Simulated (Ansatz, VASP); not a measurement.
One calculation of ZrSnHg3, two programs

INCAR

```
ALGO     = Normal         # electronic algorithm
EDIFF    = 1E-7           # SCF threshold, eV
EDIFFG   = -0.04          # ionic threshold
ENCUT    = 500            # plane-wave cutoff, eV
GGA      = PE             # functional
GGA_COMPAT= False        
IBRION   = 2              # ionic algorithm
ISIF     = 3              # what is computed and relaxed
ISMEAR   = 0              # smearing method
LASPH    = True           # aspherical terms in the spheres
LCHARG   = False          # write CHGCAR
LREAL    = False          # projectors in reciprocal space
LWAVE    = False          # write WAVECAR
NELM     = 120            # most SCF steps
NELMIN   = 4            
NSW      = 90             # ionic steps
PREC     = Accurate       # precision mode
SIGMA    = 0.1            # smearing width, eV
```

Contents of KPOINTS:

```
k-points
0
Gamma
  4 4 4
```

The input POSCAR:

```
ZrSnHg3
1.0
    4.8839372500      0.0000000000      0.0000000000
    0.0000000000      4.8839372500      0.0000000000
    0.0000000000      0.0000000000      4.8839372500
Zr Sn Hg
1 1 3
Direct
    0.0000000000      0.0000000000      0.0000000000
    0.5000000000      0.5000000000      0.5000000000
    0.5000000000      0.0000000000      0.5000000000
    0.0000000000      0.5000000000      0.5000000000
    0.5000000000      0.5000000000      0.0000000000
```

Input for Ansatz:

```yaml
crystal:
  lattice:
    - [4.88393725, 0.0, 0.0]
    - [0.0, 4.88393725, 0.0]
    - [0.0, 0.0, 4.88393725]
  atoms:
    - { symbol: Zr, position: [0.0, 0.0, 0.0] }
    - { symbol: Sn, position: [0.5, 0.5, 0.5] }
    - { symbol: Hg, position: [0.5, 0.0, 0.5] }
    - { symbol: Hg, position: [0.0, 0.5, 0.5] }
    - { symbol: Hg, position: [0.5, 0.5, 0.0] }
basis:
  ecutwfc: 420
kpoints:
  mp_grid: { grid: [4, 4, 4] }
hamiltonian:
  xc: pbe
scf:
  occupations: { method: gaussian, width: 0.1 }
  lower_state_search: "off"
output:
  forces: true
  stress: true
  eigenvalues: true
relax:
  adjacent_minimum: "off"
  f_tol: 0.04
  max_steps: 70
  cell: { stress_tol: 0.4 }
```

Change from the starting cell: species swapped into the Lu3TlC type (Pm-3m, No. 221).

Alike in both runs: task relaxation of cell and atoms; functional PBE; k mesh 4 × 4 × 4; occupations gaussian, width 0.1 eV; no spin polarisation.

```csv
,VASP,Ansatz
version,VASP 6.6.1,Ansatz 0.2.0
potentials or method,"VASP PAW PBE potentials, release 64 (Zr_sv, Sn_d, Hg), cutoff 500 eV","scalar-relativistic, plane waves, PAW"
valence electrons in the cell,62,86
```

|  | VASP | Ansatz | Ansatz less VASP |
| --- | --- | --- | --- |
| gap on the k mesh at the Fermi level, each at its own relaxed structure (eV) | none | none | - |
| relaxed volume (Å³/atom) | 30.69 | 30.52 | -0.168 |
| relaxed cell length with the largest relative difference (Å) | 5.354 | 5.344 | -0.0098 |

A gap of «none» marks a metal or a gap that the smearing closes. VASP's potentials hold 62 valence electrons a cell and Ansatz's 86, so a difference there can come from the potentials and not from the codes.

Neither program's run includes spin-orbit coupling. Noted on VASP's run: the volume moved by over 15 % at a fixed basis, so the end points are rough.
